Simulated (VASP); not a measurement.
Input of a VASP 6.6.1 run:

Contents of INCAR:

```
SYSTEM = Cd
ALGO = Fast
EDIFF = 1E-7
EDIFFG = -0.01
ENCUT = 600
GGA = PS
IBRION = 2
ISIF = 3
ISMEAR = 0
LASPH = .TRUE.
LCHARG = .FALSE.
LREAL = .FALSE.
LWAVE = .FALSE.
NELM = 60
NSW = 80
PREC = Accurate
SIGMA = 0.1
```

The input KPOINTS:

```
k-points
0
G
  18 18 8
  0 0 0
```

POSCAR

```
Cd
1.0
    2.9532434216      0.0000000000      0.0000000000
   -1.4766217108      2.5575838267      0.0000000000
    0.0000000000      0.0000000000      5.5660248857
Cd
2
Direct
    0.3333333333      0.6666666667      0.2500000000
    0.6666666667      0.3333333333      0.7500000000
```

Potentials or basis: VASP PAW PBE potentials, release 64 (Cd).

Command:

```console
$ cat potpaw_PBE.64/Cd/POTCAR > POTCAR
$ mpirun -np 1 vasp_std > vasp.out
```

Task: What does it give for the band gap on the k mesh?

Result: Zero (bands 12 and 13 overlap by 4.55 eV).

Task: Predict the relaxed volume.

Result: 21.11 Å³/atom.

Final structure:
```xyz
2
Lattice="2.9572 0.0000 0.0000 -1.4786 2.5610 0.0000 0.0000 0.0000 5.5735" Properties=species:S:1:pos:R:3 pbc="T T T"
Cd    0.0000    1.7074    1.3934
Cd    1.4786    0.8537    4.1802
```

Caveat: the PAW data sets were made with another functional, which shifts forces and pressure a little.
